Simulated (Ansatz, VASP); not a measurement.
# AgCl in VASP and in Ansatz

```xyz
2
Lattice="0.0000 2.7593 2.7593 2.7593 0.0000 2.7593 2.7593 2.7593 0.0000" Properties=species:S:1:pos:R:3 pbc="T T T"
Ag    0.0000    0.0000    0.0000
Cl    2.7593    2.7593    2.7593
```

Change from the starting cell: hydrostatic strain -0.5%.

Alike in both runs: task single point; functional PBE; k mesh 8 × 8 × 8; occupations fermi-dirac, width 0.02 eV; no spin polarisation.

|  | VASP | Ansatz |
| --- | --- | --- |
| version | VASP 6.6.1 | Ansatz 0.2.0 |
| potentials or method | VASP PAW PBE potentials, release 64 (Ag, Cl) | plane waves, PAW |
| plane-wave cutoff (eV) | 520 | 420 |
| valence electrons in the cell | 18 | 26 |

VASP gave:

```
gap on the k mesh at the Fermi level (eV) : 0.91
pressure (GPa)                            : 2.3
```

Estimate Ansatz's values.

gap on the k mesh at the Fermi level (eV): 0.91; pressure (GPa): 2.4.

With one functional, cell and mesh, what is left measures potentials, basis and numerics. VASP's potentials hold 18 valence electrons a cell and Ansatz's 26, so a difference there can come from the potentials and not from the codes.
